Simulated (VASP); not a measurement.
# Mg9O8 (a cell with a defect) in VASP: relaxation of the atoms with PBE

Aim: the relaxation of the atoms of Mg9O8 (a cell with a defect) with PBE.

Program: VASP 6.6.1. These are calculated values, not measurements. Logs are shortened: lines on timing, memory, paths and dates and some standing lists are left out, and cuts for length are marked.

## 1. The cell of the first run

The cell holds a defect, 17 atoms: a = 5.962 Å, b = 5.962 Å, c = 5.962 Å, α = 60.00°, β = 60.00°, γ = 60.00°.

## 2. Relaxation of the atoms, PBE

INCAR reads:

```
ALGO     = Normal         # electronic algorithm
EDIFF    = 1E-6           # SCF threshold, eV
EDIFFG   = -0.03          # ionic threshold
ENCUT    = 520            # plane-wave cutoff, eV
GGA      = PE             # functional
IBRION   = 2              # ionic algorithm
ISIF     = 2              # what is computed and relaxed
ISMEAR   = 0              # smearing method
LASPH    = T              # aspherical terms in the spheres
LCHARG   = F              # write CHGCAR
LREAL    = Auto         
LWAVE    = F              # write WAVECAR
NELM     = 60             # most SCF steps
NSW      = 80             # ionic steps
PREC     = Accurate       # precision mode
SIGMA    = 0.02           # smearing width, eV
```

KPOINTS reads:

```
k-points
0
Gamma
  2 2 2
```

POSCAR reads:

```
Mg9O8
1.0
    0.0000000000      4.2160000000      4.2160000000
    4.2160000000      0.0000000000      4.2160000000
    4.2160000000      4.2160000000      0.0000000000
Mg O
9 8
Direct
    0.0000000000      0.0000000000      0.0000000000
    0.0000000000      0.0000000000      0.5000000000
    0.0000000000      0.5000000000      0.0000000000
    0.0000000000      0.5000000000      0.5000000000
    0.5000000000      0.0000000000      0.0000000000
    0.5000000000      0.0000000000      0.5000000000
    0.5000000000      0.5000000000      0.0000000000
    0.5000000000      0.5000000000      0.5000000000
    0.6362704000      0.1200652000      0.1268809000
    0.2500000000      0.2500000000      0.2500000000
    0.2500000000      0.2500000000      0.7500000000
    0.2500000000      0.7500000000      0.2500000000
    0.2500000000      0.7500000000      0.7500000000
    0.7500000000      0.2500000000      0.2500000000
    0.7500000000      0.2500000000      0.7500000000
    0.7500000000      0.7500000000      0.2500000000
    0.7500000000      0.7500000000      0.7500000000
```

Potentials or basis: VASP PAW PBE potentials, release 64 (Mg, O).

Started as:

```bash
$ cat potpaw_PBE.64/Mg/POTCAR potpaw_PBE.64/O/POTCAR > POTCAR
$ mpirun -np 1 vasp_std > vasp.out
```

OUTCAR:

```text
EDIFF = 1E-6
   EDIFFG = -0.03
   ENCUT = 520
   GGA = PE
   IBRION = 2
   ISIF = 2
   ISMEAR = 0
   LASPH = T
   LREAL = Auto
   NELM = 60
   NSW = 80
   PREC = Accurate

 ion  position               nearest neighbor table
   1  0.000  0.000  0.000-   9 1.77  11 2.11  12 2.11  13 2.11  14 2.11  15 2.11  16 2.11   3 2.98
                             5 2.98   2 2.98   2 2.98   4 2.98   6 2.98   3 2.98   4 2.98   7 2.98
   2  0.000  0.000  0.500-  10 2.11  12 2.11  13 2.11  14 2.11  15 2.11  17 2.11   1 2.98   4 2.98
                             6 2.98   1 2.98   3 2.98   5 2.98   3 2.98   4 2.98   8 2.98   5 2.98
   3  0.000  0.500  0.000-  10 2.11  11 2.11  13 2.11  14 2.11  16 2.11  17 2.11   1 2.98   4 2.98
                             7 2.98   2 2.98   4 2.98   8 2.98   1 2.98   2 2.98   5 2.98   5 2.98
   4  0.000  0.500  0.500-  10 2.11  11 2.11  12 2.11  15 2.11  16 2.11  17 2.11   2 2.98   3 2.98
                             8 2.98   1 2.98   3 2.98   7 2.98   1 2.98   2 2.98   6 2.98   6 2.98
   5  0.500  0.000  0.000-   9 1.87  10 2.11  11 2.11  12 2.11  15 2.11  16 2.11  17 2.11   6 2.98
                             7 2.98   1 2.98   2 2.98   6 2.98   8 2.98   3 2.98   7 2.98   8 2.98
   6  0.500  0.000  0.500-   9 1.82  10 2.11  11 2.11  13 2.11  14 2.11  16 2.11  17 2.11   5 2.98
                             8 2.98   2 2.98   1 2.98   5 2.98   7 2.98   4 2.98   7 2.98   8 2.98
   7  0.500  0.500  0.000-   9 1.85  10 2.11  12 2.11  13 2.11  14 2.11  15 2.11  17 2.11   5 2.98
                             8 2.98   3 2.98   4 2.98   6 2.98   8 2.98   1 2.98   5 2.98   6 2.98
   8  0.500  0.500  0.500-  11 2.11  12 2.11  13 2.11  14 2.11  15 2.11  16 2.11   4 2.98   6 2.98
                             7 2.98   3 2.98   5 2.98   7 2.98   2 2.98   5 2.98   6 2.98   2 2.98
   9  0.636  0.120  0.127-   1 1.77  14 1.79  16 1.80   6 1.82  15 1.84   7 1.85   5 1.87  10 1.88
                             2 3.44   4 3.45   3 3.46   3 3.48   8 3.48   4 3.48   2 3.49   8 3.50
  10  0.250  0.250  0.250-   9 1.88   3 2.11   4 2.11   5 2.11   6 2.11   7 2.11   2 2.11
  11  0.250  0.250  0.750-   1 2.11   3 2.11   4 2.11   5 2.11   6 2.11   8 2.11
  12  0.250  0.750  0.250-   1 2.11   2 2.11   4 2.11   5 2.11   7 2.11   8 2.11
  13  0.250  0.750  0.750-   1 2.11   2 2.11   3 2.11   6 2.11   7 2.11   8 2.11
  14  0.750  0.250  0.250-   9 1.79   2 2.11   3 2.11   6 2.11   7 2.11   8 2.11   1 2.11
  15  0.750  0.250  0.750-   9 1.84   2 2.11   4 2.11   5 2.11   7 2.11   8 2.11   1 2.11
  16  0.750  0.750  0.250-   9 1.80   3 2.11   4 2.11   5 2.11   6 2.11   8 2.11   1 2.11
  17  0.750  0.750  0.750-   2 2.11   3 2.11   4 2.11   5 2.11   6 2.11   7 2.11

 -----------------------------------------------------------------------------
|                                                                             |
|           W    W    AA    RRRRR   N    N  II  N    N   GGGG   !!!           |
|           W    W   A  A   R    R  NN   N  II  NN   N  G    G  !!!           |
|           W    W  A    A  R    R  N N  N  II  N N  N  G       !!!           |
|           W WW W  AAAAAA  RRRRR   N  N N  II  N  N N  G  GGG   !            |
|           WW  WW  A    A  R   R   N   NN  II  N   NN  G    G                |
|           W    W  A    A  R    R  N    N  II  N    N   GGGG   !!!           |
|                                                                             |
|     The distance between some ions is very small. Please check the          |
|     nearest-neighbor list in the OUTCAR file.                               |
|     I HOPE YOU KNOW WHAT YOU ARE DOING!                                     |
|                                                                             |
 -----------------------------------------------------------------------------

  LATTYP: Found a face centered cubic cell.
 ALAT       =     8.4320000000

  Lattice vectors:

 A1 = (   0.0000000000,   4.2160000000,   4.2160000000)
 A2 = (   4.2160000000,   0.0000000000,   4.2160000000)
 A3 = (   4.2160000000,   4.2160000000,   0.0000000000)

Analysis of symmetry for initial positions (statically):
=====================================================================
 Subroutine PRICEL returns:
 Original cell was already a primitive cell.

 Routine SETGRP: Setting up the symmetry group for a
 face centered cubic supercell.

 Subroutine GETGRP returns: Found  1 space group operations
 (whereof  1 operations were pure point group operations)
 out of a pool of 48 trial point group operations.

The static configuration has the point symmetry C_1 .

Analysis of symmetry for dynamics (positions and initial velocities):
=====================================================================
 Subroutine PRICEL returns:
 Original cell was already a primitive cell.

 Routine SETGRP: Setting up the symmetry group for a
 face centered cubic supercell.

 Subroutine GETGRP returns: Found  1 space group operations
 (whereof  1 operations were pure point group operations)
 out of a pool of 48 trial point group operations.

The dynamic configuration has the point symmetry C_1 .

 Subroutine INISYM returns: Found  1 space group operations
 (whereof  1 operations are pure point group operations),
 and found     1 'primitive' translations

----------------------------------------------------------------------------------------

                                     Primitive cell

  volume of cell :     149.8759

  direct lattice vectors                    reciprocal lattice vectors
     0.000000000  4.216000000  4.216000000    -0.118595825  0.118595825  0.118595825
     4.216000000  0.000000000  4.216000000     0.118595825 -0.118595825  0.118595825
[... 49 lines left out ...]
 Grid dimensions read from file:
 generate k-points for:    2    2    2

 Generating k-lattice:

  Cartesian coordinates                     Fractional coordinates (reciprocal lattice)
    -0.059297913  0.059297913  0.059297913     0.500000000  0.000000000  0.000000000
     0.059297913 -0.059297913  0.059297913     0.000000000  0.500000000  0.000000000
     0.059297913  0.059297913 -0.059297913     0.000000000  0.000000000  0.500000000

  Length of vectors
     0.102706998  0.102706998  0.102706998

  Shift w.r.t. Gamma in fractional coordinates (k-lattice)
     0.000000000  0.000000000  0.000000000

 Subroutine IBZKPT returns following result:
 ===========================================

 Found      8 irreducible k-points:

 Following reciprocal coordinates:
            Coordinates               Weight
  0.000000  0.000000  0.000000      1.000000
  0.500000  0.000000  0.000000      1.000000
  0.000000  0.500000  0.000000      1.000000
  0.000000  0.000000  0.500000      1.000000
  0.500000  0.500000  0.500000      1.000000
  0.500000  0.500000  0.000000      1.000000
  0.000000  0.500000  0.500000      1.000000
  0.500000  0.000000  0.500000      1.000000
   k-points           NKPTS =      8   k-points in BZ     NKDIM =      8   number of bands    NBANDS=     42
   number of dos      NEDOS =    301   number of ions     NIONS =     17
   total plane-waves  NPLWV = 110592
   dimension x,y,z NGX =    48 NGY =   48 NGZ =   48
   dimension x,y,z NGXF=    96 NGYF=   96 NGZF=   96
   ions per type =               9   8
   NGX,Y,Z   is equivalent  to a cutoff of  13.38, 13.38, 13.38 a.u.
   NGXF,Y,Z  is equivalent  to a cutoff of  26.77, 26.77, 26.77 a.u.
 SYSTEM =  unknown system
   PREC   = accura    normal or accurate (medium, high low for compatibility)
   ISTART =      0    job   : 0-new  1-cont  2-samecut
   ICHARG =      2    charge: 1-file 2-atom 10-const
   ISPIN  =      1    spin polarized calculation?
   LNONCOLLINEAR =      F non collinear calculations
   LSORBIT =      F    spin-orbit coupling
   LASPH  =      T    aspherical Exc in radial PAW
   ENCUT  =  520.0 eV  38.22 Ry    6.18 a.u.  11.09 11.09 11.09*2*pi/ulx,y,z
   NELM   =     60;   NELMIN=  2; NELMDL= -5     # of ELM steps
   EDIFF  = 0.1E-05   stopping-criterion for ELM
   LREAL  =      T    real-space projection
   EDIFFG = -.3E-01   stopping-criterion for IOM
   NSW    =     80    number of steps for IOM
   IBRION =      2    ionic relax: 0-MD 1-quasi-New 2-CG
   NFREE  =      1    steps in history (QN), initial steepest desc. (CG)
   ISIF   =      2    stress and relaxation
   ISYM   =      2    0-nonsym 1-usesym 2-fastsym
   POTIM  = 0.5000    time-step for ionic-motion
   TEBEG  =    0.0;   TEEND  =   0.0 temperature during run
   PSTRESS=    0.0 pullay stress
   NELECT =      66.0000    total number of electrons
   NUPDOWN=      -1.0000    fix difference up-down
   EMIN   =  10.00;   EMAX   =-10.00  energy-range for DOS
   EFERMI =   0.00;   METHOD = LEGACY
   ISMEAR =     0;   SIGMA  =   0.02  broadening in eV -4-tet -1-fermi 0-gaus
   EFERMI_NEDOS =   21; number of points for ismear=-14 and -15
   IALGO  =     38    algorithm
   IMIX   =      4    mixing-type and parameters
     AMIX     =   0.40;   BMIX     =  1.00
     AMIX_MAG =   1.60;   BMIX_MAG =  1.00
  volume/ion in A,a.u.               =       8.82        59.49
  Fermi-wavevector in a.u.,A,eV,Ry     =   1.245505  2.353664 21.106489  1.551283
  Thomas-Fermi vector in A             =   2.379724
   LORBIT       =      0    0 simple, 1 ext, 2 COOP (PROOUT), +10 PAW based schemes
   GGA     = PE    functional components
   LHFCALC =     F    Hartree Fock is set to
   AEXX    =    0.0000 exact exchange contribution
   IVDW    =     0    specifies the selected vdW correction
   LEPSILON=     F    determine dielectric tensor
   LRPA    =     F    only Hartree local field effects (RPA)
 conjugate gradient relaxation of ions
 non-spin polarized calculation
 Gauss-broadening in eV      SIGMA  =   0.02
  energy-cutoff  :      520.00
  volume of cell :      149.88
 maximum number of plane-waves:      4044
 NGX is ok and might be reduce to    48
   NGX = 23   NGY = 23   NGZ = 23

--------------------------------------- Ionic step        1  -------------------------------------------

 number of electron      66.0000038 magnetization

 Free energy of the ion-electron system (eV)
  ---------------------------------------------------
  ext. energy  EPLUGINS =         0.00000000
  ---------------------------------------------------
  free energy    TOTEN  =       -75.77362426 eV

  energy without entropy =      -75.77039564  energy(sigma->0) =      -75.77200995

------------------------ aborting loop because EDIFF is reached ----------------------------------------

  FORCE on cell =-STRESS in cart. coord.  units (eV):
  Direction    XX          YY          ZZ          XY          YZ          ZX
  --------------------------------------------------------------------------------------
  -------------------------------------------------------------------------------------
  Total       43.3544765     43.1157063     43.3094664     -0.4465657      0.3125888     -0.8594311
  in kB      463.4605007    460.9080410    462.9793418     -4.7737993      3.3415821     -9.1873412
  external PRESSURE =     462.4492945 kB  Pullay stress =       0.0000000 kB
[... 134 lines left out ...]
  FREE ENERGIE OF THE ION-ELECTRON SYSTEM (eV)
  ---------------------------------------------------
  free  energy   TOTEN  =       -81.5719087886 eV

  energy  without entropy=      -81.5677107254  energy(sigma->0) =      -81.56980976

[... ionic steps 4 to 21 ...]

--------------------------------------- Ionic step       22  -------------------------------------------

 number of electron      66.0000001 magnetization

------------------------ aborting loop because EDIFF is reached ----------------------------------------
[... 97 lines left out ...]
--------------------------------------- Ionic step       24  -------------------------------------------

 number of electron      65.9999999 magnetization

 Free energy of the ion-electron system (eV)
  ---------------------------------------------------
  ext. energy  EPLUGINS =         0.00000000
  ---------------------------------------------------
  free energy    TOTEN  =       -81.89058082 eV

  energy without entropy =      -81.89058004  energy(sigma->0) =      -81.89058043

 E-fermi :  10.2418     XC(G=0): -11.4254

 val. band max:       10.1844882594   @ k =   0.0000   0.0000   0.0000
 cond. band min:      10.2994240003   @ k =   0.0000   0.5000   0.0000
 fundamental gap:      0.1149357409
 Fermi energy:        10.2417729593

 k-point     1 :       0.0000    0.0000    0.0000
  band No.  band energies     occupation
      1     -13.7290      2.00000
      2     -12.4922      2.00000
      3     -12.4763      2.00000
      4     -12.4040      2.00000
      5     -12.3593      2.00000
      6     -12.1719      2.00000
[... 393 lines left out ...]
  FREE ENERGIE OF THE ION-ELECTRON SYSTEM (eV)
  ---------------------------------------------------
  free  energy   TOTEN  =       -81.8905808232 eV

  energy  without entropy=      -81.8905800449  energy(sigma->0) =      -81.89058043

 reached required accuracy - stopping structural energy minimisation
```

It took 21 min on 1 thread of Intel Xeon 6975P-C (Granite Rapids), shared host; peak memory 0.34 GiB.

Results:

| Item | Value |
| --- | --- |
| Free energy | -81.8906 eV |
| Energy gained by relaxing | 359.8 meV/atom |
| Ionic steps | 24 |
| Pressure after relaxing | 41.8 GPa |
| Largest force after relaxing | 0.028 eV/Å |
| Band gap on the k mesh | zero (bands 33 and 34 overlap by 0.49 eV) |

Forces on the atoms (eV/Å):
```
Mg  -0.007 -0.009  0.013
Mg   0.007 -0.001 -0.011
Mg   0.005 -0.003 -0.010
Mg   0.025  0.010  0.007
Mg  -0.021 -0.006 -0.009
Mg   0.005 -0.003  0.000
Mg  -0.002  0.012  0.010
Mg  -0.003  0.014 -0.004
Mg  -0.006 -0.020 -0.013
O   -0.007  0.022  0.009
O    0.003  0.008  0.000
O    0.001 -0.002  0.001
O   -0.002  0.004 -0.002
O   -0.001 -0.014  0.005
O   -0.003  0.009  0.007
O   -0.002 -0.009  0.003
O    0.009 -0.011 -0.006
```

Step by step:
```tsv
step	energy change (eV)	largest force (eV/Å)	pressure (GPa)
1	0.0000	11.1348	46.24
2	-2.4879	9.6935	52.71
3	-5.7983	1.0202	44.90
4	-6.0014	0.5819	43.50
5	-6.0211	0.9170	43.07
6	-6.0667	0.5137	42.27
7	-6.0695	0.3114	42.43
8	-6.0911	0.1685	42.19
9	-6.0958	0.1084	42.08
10	-6.0958	0.1119	42.07
11	-6.0977	0.1181	41.97
12	-6.0978	0.1462	41.95
13	-6.0995	0.1254	41.91
14	-6.1022	0.1558	41.82
15	-6.1045	0.1305	41.84
16	-6.1080	0.1933	41.90
17	-6.1100	0.1398	41.89
18	-6.1128	0.1112	41.84
19	-6.1145	0.0744	41.84
20	-6.1155	0.1001	41.84
21	-6.1162	0.0392	41.84
22	-6.1163	0.0463	41.84
23	-6.1168	0.0315	41.82
24	-6.1170	0.0280	41.80
```

Final structure:
```
Mg O
1.0
     0.00000    4.21600    4.21600
     4.21600    0.00000    4.21600
     4.21600    4.21600    0.00000
Mg O
9 8
Direct
  0.07707 0.97451 0.97392
  0.99762 0.00117 0.49709
  0.00159 0.50232 0.99384
  0.99747 0.50375 0.49692
  0.48336 0.97984 0.98272
  0.47582 0.97542 0.57344
  0.48301 0.55517 0.98238
  0.49282 0.50276 0.50186
  0.64129 0.11154 0.13721
  0.25211 0.25315 0.24149
  0.24243 0.27324 0.74200
  0.24481 0.74265 0.26974
  0.24247 0.74232 0.74207
  0.74676 0.27412 0.24949
  0.74084 0.25460 0.74974
  0.74629 0.73094 0.24881
  0.77054 0.74257 0.74415
```

Caveat: the k points lie up to 0.65 Å⁻¹ apart.
